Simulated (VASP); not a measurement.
# SiC (P1) in VASP: single point with LDA

Aim: the single point of SiC with LDA.

All numbers are computed with VASP 6.6.1; they aren't measurements. Logs are shortened: lines on timing, memory, paths and dates and some standing lists are left out, and cuts for length are marked.

## Step 1: The cell of the first run

The typed cell holds 2 atoms: a = 3.061 Å, b = 3.061 Å, c = 3.061 Å, α = 60.00°, β = 60.00°, γ = 60.00°.

## Step 2: Single point, LDA (mode 4 frozen in at -0.060 Å and mode 5 at -0.012 Å (largest displacements))

Input file INCAR:

```
ALGO = Normal ; EDIFF = 1E-7
ENCUT = 520 ; ISIF = 2
ISMEAR = 0 ; LASPH = True
LCHARG = False ; LREAL = False
LWAVE = False ; NBANDS = 11
NELM = 60 ; PREC = Accurate
SIGMA = 0.05
```

Input file KPOINTS:

```
k-points
0
Gamma
  12 12 12
```

Input file POSCAR:

```
SiC
1.0
    0.0000000000      2.1644105370      2.1644105370
    2.1644105370      0.0000000000      2.1644105370
    2.1644105370      2.1644105370      0.0000000000
Si C
1 1
Direct
   -0.0047421615      0.0071132423      0.0047421615
    0.7610884694      0.7333672959      0.7389115306
```

Potentials or basis: VASP PAW LDA potentials, release 64 (Si, C).

Run with:

```sh
> cat potpaw_LDA.64/Si/POTCAR potpaw_LDA.64/C/POTCAR > POTCAR
> mpirun -np 1 vasp_std > vasp.out
```

OUTCAR:

```text
EDIFF = 1E-7
   ENCUT = 520
   ISIF = 2
   ISMEAR = 0
   LASPH = True
   LREAL = False
   NELM = 60
   PREC = Accurate

 ion  position               nearest neighbor table
   1  0.995  0.007  0.005-   2 1.82   2 1.84   2 1.92   2 1.93
   2  0.761  0.733  0.739-   1 1.82   1 1.84   1 1.92   1 1.93

  LATTYP: Found a face centered cubic cell.
 ALAT       =     4.3288210740

  Lattice vectors:

 A1 = (   0.0000000000,   2.1644105370,   2.1644105370)
 A2 = (   2.1644105370,   0.0000000000,   2.1644105370)
 A3 = (   2.1644105370,   2.1644105370,   0.0000000000)

Analysis of symmetry for initial positions (statically):
[... 5 lines left out ...]
 face centered cubic supercell.

 Subroutine GETGRP returns: Found  1 space group operations
 (whereof  1 operations were pure point group operations)
 out of a pool of 48 trial point group operations.

The static configuration has the point symmetry C_1 .

Analysis of symmetry for dynamics (positions and initial velocities):
[... 5 lines left out ...]
 face centered cubic supercell.

 Subroutine GETGRP returns: Found  1 space group operations
 (whereof  1 operations were pure point group operations)
 out of a pool of 48 trial point group operations.

The dynamic configuration has the point symmetry C_1 .

 Subroutine INISYM returns: Found  1 space group operations
 (whereof  1 operations are pure point group operations),
 and found     1 'primitive' translations

----------------------------------------------------------------------------------------

                                     Primitive cell

  volume of cell :      20.2791

  direct lattice vectors                    reciprocal lattice vectors
     0.000000000  2.164410537  2.164410537    -0.231009779  0.231009779  0.231009779
     2.164410537  0.000000000  2.164410537     0.231009779 -0.231009779  0.231009779
     2.164410537  2.164410537  0.000000000     0.231009779  0.231009779 -0.231009779

  length of vectors
     3.060938736  3.060938736  3.060938736     0.400120674  0.400120674  0.400120674

  position of ions in fractional coordinates (direct lattice)
     0.995257839  0.007113242  0.004742161
     0.761088469  0.733367296  0.738911531

  ion indices of the primitive-cell ions
   primitive index   ion index
                 1           1
                 2           2

----------------------------------------------------------------------------------------

 KPOINTS: k-points

Automatic generation of k-mesh.
 Grid dimensions read from file:
 generate k-points for:   12   12   12

[... 64 lines left out ...]
   LREAL  =      F    real-space projection
   EDIFFG = 0.1E-05   stopping-criterion for IOM
   NSW    =      0    number of steps for IOM
   IBRION =     -1    ionic relax: 0-MD 1-quasi-New 2-CG
   NFREE  =      0    steps in history (QN), initial steepest desc. (CG)
   ISIF   =      2    stress and relaxation
   ISYM   =      2    0-nonsym 1-usesym 2-fastsym
   POTIM  = 0.5000    time-step for ionic-motion
   TEBEG  =    0.0;   TEEND  =   0.0 temperature during run
   PSTRESS=    0.0 pullay stress
   NELECT =       8.0000    total number of electrons
   NUPDOWN=      -1.0000    fix difference up-down
   EMIN   =  10.00;   EMAX   =-10.00  energy-range for DOS
   EFERMI =   0.00;   METHOD = LEGACY
   ISMEAR =     0;   SIGMA  =   0.05  broadening in eV -4-tet -1-fermi 0-gaus
   EFERMI_NEDOS =   21; number of points for ismear=-14 and -15
   IALGO  =     38    algorithm
   IMIX   =      4    mixing-type and parameters
     AMIX     =   0.40;   BMIX     =  1.00
     AMIX_MAG =   1.60;   BMIX_MAG =  1.00
  volume/ion in A,a.u.               =      10.14        68.43
  Fermi-wavevector in a.u.,A,eV,Ry     =   1.200665  2.268928 19.614111  1.441596
  Thomas-Fermi vector in A             =   2.336495
   LORBIT       =      0    0 simple, 1 ext, 2 COOP (PROOUT), +10 PAW based schemes
   GGA     = CA    functional components
   LHFCALC =     F    Hartree Fock is set to
   AEXX    =    0.0000 exact exchange contribution
   IVDW    =     0    specifies the selected vdW correction
   LEPSILON=     F    determine dielectric tensor
   LRPA    =     F    only Hartree local field effects (RPA)
 non-spin polarized calculation
 Gauss-broadening in eV      SIGMA  =   0.05
  energy-cutoff  :      520.00
  volume of cell :       20.28
 maximum number of plane-waves:       568
   NGX = 11   NGY = 11   NGZ = 11

 number of electron       8.0000000 magnetization

 Free energy of the ion-electron system (eV)
  ---------------------------------------------------
  ext. energy  EPLUGINS =         0.00000000
  ---------------------------------------------------
  free energy    TOTEN  =       -16.56776929 eV

  energy without entropy =      -16.56776929  energy(sigma->0) =      -16.56776929

 E-fermi :   8.9041     XC(G=0): -11.6422

 val. band max:        8.6815888521   @ k =   0.0000   0.0000   0.0000
 cond. band min:       9.5573611439   @ k =   0.5000   0.0000   0.5000
 fundamental gap:      0.8757722919
 Fermi energy:         8.9040553108

 k-point     1 :       0.0000    0.0000    0.0000
  band No.  band energies     occupation
      1      -7.1866      2.00000
      2       7.8543      2.00000
      3       8.3056      2.00000
      4       8.6816      2.00000
      5      14.7810      0.00000
      6      15.4811      0.00000
      7      15.6151      0.00000
      8      15.8201      0.00000
      9      22.8492      0.00000
     10      22.8554      0.00000
     11      24.7417      0.00000
[... 309 lines left out ...]
 k-point    24 :       0.0000    0.0000    0.5000
  band No.  band energies     occupation
      1      -3.4391      2.00000
      2      -0.5108      2.00000
      3       7.0233      2.00000
      4       7.5813      2.00000
      5      13.8155      0.00000
      6      15.2074      0.00000
      7      15.9290      0.00000
      8      18.3017      0.00000
      9      24.3294      0.00000
     10      25.2297      0.00000
     11      25.8856      0.00000

 [... further k-points ...]
[... 5 lines left out ...]
  --------------------------------------------------------------------------------------
  -------------------------------------------------------------------------------------
  Total        0.0547916      0.2377585      0.2300846     -0.1544119     -0.7564772      0.0582387
  in kB        4.3288797     18.7844137     18.1781312    -12.1995149    -59.7664566      4.6012226
  external PRESSURE =      13.7638082 kB  Pullay stress =       0.0000000 kB

 VOLUME and BASIS-vectors are now :
 -----------------------------------------------------------------------------
  energy-cutoff  :      520.00
  volume of cell :       20.28
      direct lattice vectors                 reciprocal lattice vectors
     0.000000000  2.164410537  2.164410537    -0.231009779  0.231009779  0.231009779
     2.164410537  0.000000000  2.164410537     0.231009779 -0.231009779  0.231009779
     2.164410537  2.164410537  0.000000000     0.231009779  0.231009779 -0.231009779

 POSITION                                       TOTAL-FORCE (eV/Angst)
 -----------------------------------------------------------------------------------
      0.02566      2.16441      2.16954        -1.672700      0.105012     -0.344446
      3.18662      3.24662      3.23462         1.672700     -0.105012      0.344446
 -----------------------------------------------------------------------------------
    total drift:                               -0.000038     -0.000009     -0.000015

  FREE ENERGIE OF THE ION-ELECTRON SYSTEM (eV)
  ---------------------------------------------------
  free  energy   TOTEN  =       -16.5677692915 eV

  energy  without entropy=      -16.5677692915  energy(sigma->0) =      -16.56776929
```

OSZICAR:

```text
N       E                     dE             d eps       ncg     rms          rms(c)
DAV:   1     0.145515799493E+01    0.14552E+01   -0.39907E+03 20019   0.615E+02
DAV:   2    -0.180965276584E+02   -0.19552E+02   -0.18681E+02 23869   0.110E+02
DAV:   3    -0.186889057081E+02   -0.59238E+00   -0.59127E+00 23436   0.158E+01
DAV:   4    -0.186913269160E+02   -0.24212E-02   -0.24211E-02 21877   0.130E+00
DAV:   5    -0.186913384942E+02   -0.11578E-04   -0.11578E-04 23571   0.820E-02    0.935E+00
DAV:   6    -0.166635487818E+02    0.20278E+01   -0.73815E+00 21625   0.121E+01    0.411E+00
DAV:   7    -0.165889443864E+02    0.74604E-01   -0.41179E-01 23095   0.371E+00    0.184E+00
DAV:   8    -0.165681841389E+02    0.20760E-01   -0.27561E-02 22119   0.100E+00    0.183E-01
DAV:   9    -0.165677563960E+02    0.42774E-03   -0.20856E-03 23675   0.249E-01    0.985E-02
DAV:  10    -0.165677689248E+02   -0.12529E-04   -0.12975E-04 21367   0.713E-02    0.344E-02
DAV:  11    -0.165677695480E+02   -0.62313E-06   -0.35248E-06 23191   0.121E-02    0.166E-02
DAV:  12    -0.165677692993E+02    0.24863E-06   -0.77767E-07 21793   0.475E-03    0.172E-03
DAV:  13    -0.165677692915E+02    0.78063E-08   -0.14040E-07 12959   0.211E-03
   1 F= -.16567769E+02 E0= -.16567769E+02  d E =-.412556E-13
```

Wall time 65 s (1 thread of Intel Xeon Platinum 8488C (Sapphire Rapids), shared host); peak memory 0.28 GiB.

Results:

- Free energy: -16.5678 eV
- Pressure: 1.4 GPa
- Largest force: 1.711 eV/Å
- Band gap on the k mesh: 0.88 eV, indirect (least direct gap 4.31 eV)

Forces in eV/Å, atoms in the order of the input:
```
Si  -1.673  0.105 -0.344
C    1.673 -0.105  0.344
```

Levels at points of the mesh, in eV from the valence-band top:
| k point | band 1 | band 2 | band 3 | band 4 | band 5 | band 6 | band 7 | band 8 | band 9 |
| --- | --- | --- | --- | --- | --- | --- | --- | --- | --- |
| (0.00, 0.00, 0.00) | -15.87 | -0.83 | -0.38 | 0.00 | 6.10 | 6.80 | 6.93 | 7.14 | 14.17 |
| (0.50, 0.00, 0.00) | -12.24 | -8.92 | -1.83 | -1.20 | 5.15 | 6.42 | 7.11 | 9.63 | 15.75 |
| (0.00, 0.50, 0.00) | -12.09 | -9.26 | -1.58 | -1.12 | 5.14 | 6.62 | 7.22 | 9.61 | 15.62 |
| (0.00, 0.00, 0.50) | -12.12 | -9.19 | -1.66 | -1.10 | 5.13 | 6.53 | 7.25 | 9.62 | 15.65 |
| (0.50, 0.50, 0.50) | -12.26 | -8.86 | -1.81 | -1.29 | 5.17 | 6.44 | 7.01 | 9.63 | 15.77 |
| (0.50, 0.50, 0.00) | -10.68 | -8.28 | -3.64 | -3.56 | 0.88 | 3.83 | 13.66 | 13.72 | 14.38 |
| (0.00, 0.50, 0.50) | -10.69 | -8.24 | -3.85 | -3.42 | 0.89 | 3.88 | 13.65 | 13.68 | 14.36 |
| (0.50, 0.00, 0.50) | -10.68 | -8.29 | -3.61 | -3.59 | 0.88 | 3.82 | 13.66 | 13.72 | 14.38 |

Caveat: the cell differs from its parent crystal (mode 4 frozen in at -0.060 Å and mode 5 at -0.012 Å (largest displacements)); forces of over 1 eV/Å act on the atoms, so gaps and moduli don't describe the material at rest.
